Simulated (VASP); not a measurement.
# Ga16HO24 (a cell with a defect) in VASP: single point with PBE

Aim: the single point of Ga16HO24 (a cell with a defect) with PBE.

Program: VASP 6.6.1. These are calculated values, not measurements. Logs are shortened: lines on timing, memory, paths and dates and some standing lists are left out, and cuts for length are marked.

## 1. The cell of the first run

The cell holds a defect, 41 atoms: a = 7.639 Å, b = 7.757 Å, c = 8.519 Å, α = 72.52°, β = 75.43°, γ = 67.19°.

## 2. Single point, PBE

File INCAR:

```
PREC = Accurate ; ENCUT = 520
EDIFF = 1E-7 ; ISMEAR = 0
SIGMA = 0.02 ; LREAL = Auto
LASPH = True ; NELM = 80
ALGO = Normal ; ISIF = 2
LWAVE = False ; LCHARG = False
GGA = PE ; NBANDS = 202
NELECT = 352.0 ; KPAR = 2
NCORE = 2
```

File KPOINTS:

```
Automatic mesh
0
Gamma
  2 2 2
  0.5 0.5 0.5
```

File POSCAR:

```
Ga16HO24
1.0
   -4.8290928649     -1.5416333701     -5.7151521778
   -6.2270640138      4.6249001104     -0.0062293264
    1.3979711490      6.1665334805     -5.7089228514
Ga O H
16 24 1
Direct
    0.6473390689      0.6645036557      0.6612011956
    0.8978584700      0.4098038850      0.4179346511
    0.1441475495      0.1732745146      0.1615303690
    0.4013719987      0.9147483864      0.9126483413
    0.5823029868      0.0940051115      0.0865337106
    0.8465335936      0.8343003663      0.8222787689
    0.0985468048      0.5774466577      0.5893699945
    0.3456551830      0.3297467714      0.3431108048
    0.4588283963      0.7112261807      0.3333727371
    0.7061525943      0.4585689286      0.0803452750
    0.9643070466      0.2129962992      0.8302578638
    0.2121954872      0.9633405221      0.5808645994
    0.7799764955      0.0343433989      0.4188767903
    0.0588394284      0.7808726430      0.1799076607
    0.2807925595      0.5366672097      0.9177153922
    0.5343082076      0.2820239326      0.6727173309
    0.4993611565      0.4893515930      0.7579240957
    0.7476791551      0.2372952732      0.5084210849
   -0.0021667196      0.9968963609      0.2562863481
    0.2520814509      0.7414248289      0.0039108204
    0.7496386518      0.2478909338      0.9968021088
    0.9983208540      0.0033437393      0.7479744634
    0.2443213387      0.7567091311      0.4951543732
    0.4924006674      0.5060131240      0.2449398927
    0.4147966799      0.9305275897      0.1520515215
    0.6624909177      0.6833409757      0.9045865150
    0.9085332946      0.4325425542      0.6528588410
    0.1577732534      0.1846390368      0.4025614220
    0.8336646852      0.8131119655      0.5953978449
    0.0879116698      0.5612870023      0.3523752897
    0.3308767312      0.3169338230      0.0972773086
    0.5922332519      0.0601054611      0.8522076109
    0.0683122896      0.5993257014      0.8180189228
    0.3210048459      0.3439142130      0.5735061110
    0.5682985361      0.0987836917      0.3171449893
    0.8330266179      0.8342826608      0.0798677977
    0.1762591997      0.1485329787      0.9329490133
    0.4261112669      0.8985339630      0.6816807288
    0.6764439625      0.6482727985      0.4280023519
    0.9173318738      0.4081856959      0.1818527767
    0.7956284184      0.7221352337      0.1431611932
```

Potentials or basis: VASP PAW PBE potentials, release 64 (Ga_d, O, H).

Launch:

```bash
cat potpaw_PBE.64/Ga_d/POTCAR potpaw_PBE.64/O/POTCAR potpaw_PBE.64/H/POTCAR > POTCAR
mpirun -np 4 vasp_std > vasp.out
```

OUTCAR:

```text
PREC = Accurate
   ENCUT = 520
   EDIFF = 1E-7
   ISMEAR = 0
   LREAL = Auto
   LASPH = True
   NELM = 80
   ISIF = 2
   GGA = PE
   NELECT = 352.0

 ion  position               nearest neighbor table
   1  0.647  0.665  0.661-  38 1.96  17 1.96  39 1.98  29 2.04  27 2.11  26 2.16
   2  0.898  0.410  0.418-  18 1.96  39 1.97  40 1.98  30 2.08  28 2.08  27 2.09
   3  0.144  0.173  0.162-  37 1.96  19 1.96  40 1.99  31 2.01  28 2.11  25 2.19
   4  0.401  0.915  0.913-  20 1.96  38 1.97  37 1.97  32 2.05  26 2.11  25 2.11
   5  0.582  0.094  0.087-  21 1.95  35 1.95  25 2.01  31 2.03  32 2.07  36 2.18
   6  0.847  0.834  0.822-  22 1.94  33 1.95  29 2.02  26 2.03  32 2.07  36 2.17
   7  0.099  0.577  0.589-  33 1.95  34 1.96  23 1.97  27 2.04  30 2.08  29 2.14
   8  0.346  0.330  0.343-  34 1.96  35 1.96  24 1.96  28 2.03  30 2.09  31 2.16
   9  0.459  0.711  0.333-  23 1.85  39 1.86  24 1.86  25 1.91
  10  0.706  0.459  0.080-  21 1.86  24 1.86  40 1.87  26 1.90
  11  0.964  0.213  0.830-  37 1.86  22 1.86  21 1.87  27 1.89
  12  0.212  0.963  0.581-  23 1.86  38 1.86  22 1.87  28 1.90
  13  0.780  0.034  0.419-  35 1.85  18 1.86  19 1.87  29 1.89
  14  0.059  0.781  0.180-  20 1.83  19 1.83  30 1.86  36 1.96
  15  0.281  0.537  0.918-  33 1.85  17 1.86  20 1.86  31 1.90
  16  0.534  0.282  0.673-  18 1.86  34 1.86  17 1.86  32 1.91
  17  0.499  0.489  0.758-  16 1.86  15 1.86   1 1.96
[... 8 lines left out ...]
  26  0.662  0.683  0.905-  10 1.90   6 2.03   4 2.11   1 2.16
  27  0.909  0.433  0.653-  11 1.89   7 2.04   2 2.09   1 2.11
  28  0.158  0.185  0.403-  12 1.90   8 2.03   2 2.08   3 2.11
  29  0.834  0.813  0.595-  13 1.89   6 2.02   1 2.04   7 2.14
  30  0.088  0.561  0.352-  14 1.86   2 2.08   7 2.08   8 2.09
  31  0.331  0.317  0.097-  15 1.90   3 2.01   5 2.03   8 2.16
  32  0.592  0.060  0.852-  16 1.91   4 2.05   5 2.07   6 2.07
  33  0.068  0.599  0.818-  15 1.85   6 1.95   7 1.95
  34  0.321  0.344  0.574-  16 1.86   8 1.96   7 1.96
  35  0.568  0.099  0.317-  13 1.85   5 1.95   8 1.96
  36  0.833  0.834  0.080-  41 0.98  14 1.96   6 2.17   5 2.18
  37  0.176  0.149  0.933-  11 1.86   3 1.96   4 1.97
  38  0.426  0.899  0.682-  12 1.86   1 1.96   4 1.97
  39  0.676  0.648  0.428-   9 1.86   2 1.97   1 1.98
  40  0.917  0.408  0.182-  10 1.87   2 1.98   3 1.99
  41  0.796  0.722  0.143-  36 0.98

  LATTYP: Found a triclinic cell.
 ALAT       =    21.5741123637
 B/A-ratio  =     1.1216864181
 C/A-ratio  =     0.8997290786
 COS(alpha) =     0.0002823934
 COS(beta)  =     0.5388285089
 COS(gamma) =     0.8414553718

  Lattice vectors:

 A1 = ( -18.6811920416, -10.7914335908,  -0.0186879792)
 A2 = ( -23.5102849064,   0.0000000001,  -5.7338401570)
 A3 = (  -1.3979711491, -18.4996004415,   5.7089228514)

Analysis of symmetry for initial positions (statically):
=====================================================================
 Subroutine PRICEL returns:
 Original cell was already a primitive cell.

 Routine SETGRP: Setting up the symmetry group for a
 triclinic supercell.

 Subroutine GETGRP returns: Found  1 space group operations
 (whereof  1 operations were pure point group operations)
 out of a pool of  2 trial point group operations.

The static configuration has the point symmetry C_1 .

Analysis of symmetry for dynamics (positions and initial velocities):
=====================================================================
 Subroutine PRICEL returns:
 Original cell was already a primitive cell.

 Routine SETGRP: Setting up the symmetry group for a
 triclinic supercell.

 Subroutine GETGRP returns: Found  1 space group operations
 (whereof  1 operations were pure point group operations)
 out of a pool of  2 trial point group operations.

The dynamic configuration has the point symmetry C_1 .

 Subroutine INISYM returns: Found  1 space group operations
 (whereof  1 operations are pure point group operations),
 and found     1 'primitive' translations

----------------------------------------------------------------------------------------

                                     Primitive cell

  volume of cell :     438.5458

  direct lattice vectors                    reciprocal lattice vectors
    -4.829092865 -1.541633370 -5.715152178    -0.060118656 -0.081082832 -0.102303738
    -6.227064014  4.624900110 -0.006229326    -0.100431339  0.081082832  0.062989095
     1.397971149  6.166533481 -5.708922851     0.060293841  0.081082832 -0.072817756

  length of vectors
     7.639354407  7.756678804  8.518935299     0.143717547  0.143626271  0.124547977

  position of ions in fractional coordinates (direct lattice)
     0.647339069  0.664503656  0.661201196
     0.897858470  0.409803885  0.417934651
     0.144147549  0.173274515  0.161530369
     0.401371999  0.914748386  0.912648341
     0.582302987  0.094005112  0.086533711
     0.846533594  0.834300366  0.822278769
[... 33 lines left out ...]
     0.917331874  0.408185696  0.181852777
     0.795628418  0.722135234  0.143161193

  ion indices of the primitive-cell ions
   primitive index   ion index
                 1           1
                 2           2
                 3           3
                 4           4
                 5           5
                 6           6
[... 33 lines left out ...]
                40          40
                41          41

----------------------------------------------------------------------------------------

 KPOINTS: Automatic mesh

Automatic generation of k-mesh.
 Grid dimensions read from file:
 generate k-points for:    2    2    2

 Generating k-lattice:

  Cartesian coordinates                     Fractional coordinates (reciprocal lattice)
    -0.030059328 -0.040541416 -0.051151869     0.500000000 -0.000000000  0.000000000
    -0.050215670  0.040541416  0.031494548     0.000000000  0.500000000  0.000000000
     0.030146920  0.040541416 -0.036408878     0.000000000  0.000000000  0.500000000

  Length of vectors
     0.071858773  0.071813136  0.062273988

  Shift w.r.t. Gamma in fractional coordinates (k-lattice)
     0.500000000  0.500000000  0.500000000

 Subroutine IBZKPT returns following result:
 ===========================================

 Found      4 irreducible k-points:

 Following reciprocal coordinates:
            Coordinates               Weight
  0.250000  0.250000  0.250000      2.000000
 -0.250000  0.250000  0.250000      2.000000
  0.250000 -0.250000  0.250000      2.000000
 -0.250000 -0.250000  0.250000      2.000000
   k-points           NKPTS =      4   k-points in BZ     NKDIM =      4   number of bands    NBANDS=    202
   number of dos      NEDOS =    301   number of ions     NIONS =     41
   total plane-waves  NPLWV = 230400
   dimension x,y,z NGX =    60 NGY =   60 NGZ =   64
   dimension x,y,z NGXF=   120 NGYF=  120 NGZF=  128
   ions per type =              16  24   1
   NGX,Y,Z   is equivalent  to a cutoff of  13.06, 12.86, 12.49 a.u.
   NGXF,Y,Z  is equivalent  to a cutoff of  26.11, 25.72, 24.98 a.u.
 SYSTEM =  unknown system
   PREC   = accura    normal or accurate (medium, high low for compatibility)
   ISTART =      0    job   : 0-new  1-cont  2-samecut
   ICHARG =      2    charge: 1-file 2-atom 10-const
   ISPIN  =      1    spin polarized calculation?
   LNONCOLLINEAR =      F non collinear calculations
   LSORBIT =      F    spin-orbit coupling
   LASPH  =      T    aspherical Exc in radial PAW
   ENCUT  =  520.0 eV  38.22 Ry    6.18 a.u.  14.20 14.42 15.84*2*pi/ulx,y,z
   NELM   =     80;   NELMIN=  2; NELMDL= -5     # of ELM steps
   EDIFF  = 0.1E-06   stopping-criterion for ELM
   LREAL  =      T    real-space projection
   EDIFFG = 0.1E-05   stopping-criterion for IOM
   NSW    =      0    number of steps for IOM
   IBRION =     -1    ionic relax: 0-MD 1-quasi-New 2-CG
   NFREE  =      0    steps in history (QN), initial steepest desc. (CG)
   ISIF   =      2    stress and relaxation
   ISYM   =      2    0-nonsym 1-usesym 2-fastsym
   POTIM  = 0.5000    time-step for ionic-motion
   TEBEG  =    0.0;   TEEND  =   0.0 temperature during run
   PSTRESS=    0.0 pullay stress
   NELECT =     352.0000    total number of electrons
   NUPDOWN=      -1.0000    fix difference up-down
   EMIN   =  10.00;   EMAX   =-10.00  energy-range for DOS
   EFERMI =   0.00;   METHOD = LEGACY
   ISMEAR =     0;   SIGMA  =   0.02  broadening in eV -4-tet -1-fermi 0-gaus
   EFERMI_NEDOS =   21; number of points for ismear=-14 and -15
   IALGO  =     38    algorithm
   IMIX   =      4    mixing-type and parameters
     AMIX     =   0.40;   BMIX     =  1.00
     AMIX_MAG =   1.60;   BMIX_MAG =  1.00
  volume/ion in A,a.u.               =      10.70        72.18
  Fermi-wavevector in a.u.,A,eV,Ry     =   1.521426  2.875078 31.493895  2.314736
  Thomas-Fermi vector in A             =   2.630142
   LORBIT       =      0    0 simple, 1 ext, 2 COOP (PROOUT), +10 PAW based schemes
   GGA     = PE    functional components
   LHFCALC =     F    Hartree Fock is set to
   AEXX    =    0.0000 exact exchange contribution
   IVDW    =     0    specifies the selected vdW correction
   LEPSILON=     F    determine dielectric tensor
   LRPA    =     F    only Hartree local field effects (RPA)
 non-spin polarized calculation
 Gauss-broadening in eV      SIGMA  =   0.02
  energy-cutoff  :      520.00
  volume of cell :      438.55
 maximum number of plane-waves:     11818
 NGX is ok and might be reduce to    60
   NGX = 29   NGY = 29   NGZ = 31

 number of electron     352.0000033 magnetization

 Free energy of the ion-electron system (eV)
  ---------------------------------------------------
  ext. energy  EPLUGINS =         0.00000000
  ---------------------------------------------------
  free energy    TOTEN  =      -247.61269930 eV

  energy without entropy =     -247.61269930  energy(sigma->0) =     -247.61269930

 E-fermi :   3.5982     XC(G=0): -11.3755

 val. band max:        3.4455671672   @ k =   0.2500   0.2500   0.2500
 cond. band min:       6.3387897817   @ k =   0.2500   0.2500   0.2500
 fundamental gap:      2.8932226145
 Fermi energy:         3.5982068743

 k-point     1 :       0.2500    0.2500    0.2500
  band No.  band energies     occupation
      1     -16.0008      2.00000
      2     -14.9660      2.00000
      3     -14.5418      2.00000
      4     -14.3792      2.00000
      5     -14.3641      2.00000
      6     -14.2707      2.00000
[... 753 lines left out ...]
    187      10.0075      0.00000
    188      10.2594      0.00000
 [bands above 188 left out]

------------------------ aborting loop because EDIFF is reached ----------------------------------------

  FORCE on cell =-STRESS in cart. coord.  units (eV):
  Direction    XX          YY          ZZ          XY          YZ          ZX
  --------------------------------------------------------------------------------------
  -------------------------------------------------------------------------------------
  Total       -5.6192030     -5.2984871     -7.3494949      0.3578926     -0.1624439      1.9504974
  in kB      -20.5291201    -19.3574211    -26.8505450      1.3075201     -0.5934705      7.1259209
  external PRESSURE =     -22.2456954 kB  Pullay stress =       0.0000000 kB

 VOLUME and BASIS-vectors are now :
 -----------------------------------------------------------------------------
  energy-cutoff  :      520.00
  volume of cell :      438.55
      direct lattice vectors                 reciprocal lattice vectors
    -4.829092865 -1.541633370 -5.715152178    -0.060118656 -0.081082832 -0.102303738
    -6.227064014  4.624900110 -0.006229326    -0.100431339  0.081082832  0.062989095
     1.397971149  6.166533481 -5.708922851     0.060293841  0.081082832 -0.072817756

 POSITION                                       TOTAL-FORCE (eV/Angst)
 -----------------------------------------------------------------------------------
     -6.33963      6.15262     -7.47853         0.005789      0.002068     -0.004535
     -6.30346      3.08834     -7.51991        -0.000422     -0.000107      0.006428
     -1.54928      1.57524     -1.74707         0.009537      0.001242      0.002153
     -6.35860      9.23973     -7.50984         0.007745      0.004978      0.004144
     -3.27640      0.07068     -3.82255        -0.006963     -0.021330     -0.028378
     -8.13371      7.62412     -9.53759        -0.001641      0.029485     -0.027289
[... 33 lines left out ...]
     -6.71745      1.59503     -6.28342        -0.027742     -0.008667      0.017094
     -8.13881      2.99604     -5.36893         0.087837     -0.013376     -0.007544
 -----------------------------------------------------------------------------------
    total drift:                                0.015312      0.004043     -0.001790

  FREE ENERGIE OF THE ION-ELECTRON SYSTEM (eV)
  ---------------------------------------------------
  free  energy   TOTEN  =      -247.6126992982 eV

  energy  without entropy=     -247.6126992982  energy(sigma->0) =     -247.61269930
```

Run time: 7.3 min. Hardware: 4 MPI ranks of Intel Xeon Platinum 8488C (Sapphire Rapids), shared host; peak memory 0.41 GiB.

Results:

```
Free energy   : -247.6127 eV
Largest force : 0.089 eV/Å
```

Forces on the atoms (eV/Å):
```
Ga   0.006  0.002 -0.005
Ga   0.000  0.000  0.006
Ga   0.010  0.001  0.002
Ga   0.008  0.005  0.004
Ga  -0.007 -0.021 -0.028
Ga  -0.002  0.029 -0.027
Ga  -0.008  0.002  0.007
Ga  -0.005 -0.011  0.003
Ga  -0.006  0.004 -0.008
Ga  -0.004  0.004 -0.011
Ga  -0.004  0.003 -0.008
Ga  -0.008 -0.005 -0.010
Ga   0.012  0.002  0.008
Ga  -0.003  0.004  0.002
Ga   0.012  0.005  0.007
Ga   0.002 -0.003  0.011
O   -0.007 -0.002 -0.009
O   -0.005  0.001 -0.009
O   -0.006 -0.005  0.003
O    0.000  0.003 -0.002
O   -0.005  0.001  0.005
O    0.011  0.004  0.001
O    0.006 -0.003 -0.002
O    0.005 -0.006  0.007
O    0.008 -0.003  0.011
O    0.011 -0.004 -0.001
O    0.014  0.008  0.001
O    0.017 -0.004  0.001
O   -0.011 -0.011  0.003
O   -0.002  0.002  0.009
O   -0.020  0.011  0.003
O   -0.012 -0.004 -0.005
O    0.015  0.005 -0.018
O    0.020  0.002 -0.015
O    0.019 -0.005 -0.017
O   -0.061  0.011  0.022
O   -0.017 -0.002  0.021
O   -0.015  0.003  0.015
O   -0.027 -0.003  0.014
O   -0.028 -0.009  0.017
H    0.088 -0.013 -0.008
```

Levels at points of the mesh, in eV from the Fermi level:
| k point | band 174 | band 175 | band 176 | band 177 | band 178 | band 179 |
| --- | --- | --- | --- | --- | --- | --- |
| (0.25, 0.25, 0.25) | -0.27 | -0.23 | -0.15 | 2.74 | 5.20 | 5.34 |

Caveat: the cell carries a net charge on a neutralising background, which shifts energy and pressure; the cell is charged against a uniform background, so pressure and absolute levels hang on convention.
